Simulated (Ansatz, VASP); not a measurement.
**Two plane-wave programs on WS2**

```
W S
1.0
     3.11803    0.00000    0.00000
    -1.55901    2.70029    0.00000
     0.00000    0.00000   12.58280
W S
2 4
Direct
  0.33333 0.66667 0.25000
  0.66667 0.33333 0.75000
  0.33333 0.66667 0.63968
  0.66667 0.33333 0.13968
  0.33333 0.66667 0.86032
  0.66667 0.33333 0.36032
```

Alike in both runs: task single point; functional PBEsol; k mesh 12 × 12 × 2; occupations gaussian, width 0.05 eV; no spin polarisation.

|  | VASP | Ansatz |
| --- | --- | --- |
| version | VASP 6.6.1 | Ansatz 0.2.0 |
| potentials or method | VASP PAW PBE potentials, release 64 (W_sv, S), cutoff 520 eV | scalar-relativistic, plane waves, PAW |
| valence electrons in the cell | 52 | 52 |

|  | VASP | Ansatz | Ansatz less VASP |
| --- | --- | --- | --- |
| rms of the force components (eV/Å) | 2.349 | 2.339 | -0.0101 |

VASP's potentials were made for PBE, not for PBEsol, and Ansatz warns of the same on its side. Atom by atom the forces differ by 0.010 eV/Å (rms over components).

Spin-orbit coupling is off throughout.
